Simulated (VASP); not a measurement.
Wanted: the native input for a VASP 6.6.1 run.

```
Task                   : relaxation of cell and atoms
Functional             : PBEsol
Potentials or basis    : VASP PAW PBE potentials, release 64 (Hf_pv, O)
Cutoff                 : 600 eV
k mesh                 : 5 × 8 × 4
Occupations            : fermi-dirac, width 0.05 eV
Spin                   : no spin polarisation
Dipole correction      : no
Further INCAR settings : ALGO = Normal; EDIFF = 1e-07; IBRION = 2; EDIFFG = -0.01; NSW = 60; ISIF = 3
```

The structure of HfO2 lies in POSCAR:

```
HfO2
1.0
    5.5563950000      0.0000000000      0.0000000000
    0.0000000000      3.3335970000      0.0000000000
    0.0000000000      0.0000000000      6.5049950000
Hf O
4 8
Direct
    0.7486820000      0.7500000000      0.6078710000
    0.2513180000      0.2500000000      0.3921290000
    0.2486820000      0.7500000000      0.8921290000
    0.7513180000      0.2500000000      0.1078710000
    0.6394990000      0.2500000000      0.4234000000
    0.3605010000      0.7500000000      0.5766000000
    0.1394990000      0.2500000000      0.0766000000
    0.8605010000      0.7500000000      0.9234000000
    0.5207940000      0.2500000000      0.8414530000
    0.4792060000      0.7500000000      0.1585470000
    0.0207940000      0.2500000000      0.6585470000
    0.9792060000      0.7500000000      0.3414530000
```

The input as run:

INCAR

```
ALGO = Normal
EDIFF = 1E-7
EDIFFG = -0.01
ENCUT = 600
GGA = PS
IBRION = 2
ISIF = 3
ISMEAR = -1
LASPH = T
LCHARG = F
LREAL = F
LWAVE = F
NELM = 100
NSW = 60
PREC = Accurate
SIGMA = 0.05
```

KPOINTS

```
k-points
0
Gamma
  5 8 4
```

Potentials or basis: VASP PAW PBE potentials, release 64 (Hf_pv, O).

Launch:

```sh
$ cat potpaw_PBE.64/Hf_pv/POTCAR potpaw_PBE.64/O/POTCAR > POTCAR
$ mpirun -np 1 vasp_std > vasp.out
```

Results of the run:

```json
{"Relaxed volume": "9.65 Å³/atom", "Relaxed cell": "a = 5.504 Å, b = 3.276 Å, c = 6.424 Å, α = 90.00°, β = 90.00°, γ = 90.00°", "Space group after relaxing (to 0.1 Å)": "Pnma (No. 62)", "Energy gained by relaxing": "11.7 meV/atom", "Ionic steps": "14", "Pressure after relaxing": "0.0 GPa", "Largest force after relaxing": "0.009 eV/Å", "Band gap on the k mesh": "3.25 eV"}
```

Caveat: the PAW data sets were made with another functional, which shifts forces and pressure a little; spin-orbit coupling is left out, which moves the levels of the heavy elements.

It took 72 min on 1 thread of Oxide Virtual Turin-like Processor, on a shared host, peak memory 0.41 GiB.
